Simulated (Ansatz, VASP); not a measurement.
**Two plane-wave programs on NaV**

```
CELL_PARAMETERS angstrom
1.43499 0.82849 4.57070
-1.43499 0.82849 4.57070
0.00000 -1.65698 4.57070
ATOMIC_POSITIONS crystal
Na 0.00000 0.00000 0.00000
V 0.50000 0.50000 0.50000
```

Alike in both runs: task relaxation of cell and atoms; functional PBE; k mesh 6 × 6 × 6; occupations gaussian, width 0.1 eV; collinear spin.

```csv
,VASP,Ansatz
version,VASP 6.6.1,Ansatz 0.2.0
potentials or method,"VASP PAW PBE potentials, release 64 (Na_pv, V_sv), cutoff 600 eV","scalar-relativistic, plane waves, PAW"
valence electrons in the cell,20,22
```

Ansatz gave:

```
gap on the k mesh at the Fermi level, each at its own relaxed structure (eV)  : none
net moment per atom (μB)                                                      : 1.00
size of the moment on the site where the two differ most (μB)                 : 1.59
relaxed volume (Å³/atom)                                                      : 19.32
relaxed length of the cell vector where the two differ most in proportion (Å) : 5.857
```

Estimate VASP's values.

gap on the k mesh at the Fermi level, each at its own relaxed structure (eV): none; net moment per atom (μB): 1.00; size of the moment on the site where the two differ most (μB): 1.57; relaxed volume (Å³/atom): 19.34; relaxed length of the cell vector where the two differ most in proportion (Å): 5.858.

Site moments also hang on the region over which each program counts them. A gap of «none» marks a metal or a gap that the smearing closes. VASP's potentials hold 20 valence electrons a cell and Ansatz's 22, so a difference there can come from the potentials and not from the codes.

The k mesh is coarse, so the values compare programs but aren't converged. Noted on VASP's run: the volume moved by over 15 % at a fixed basis, so the end points are rough.
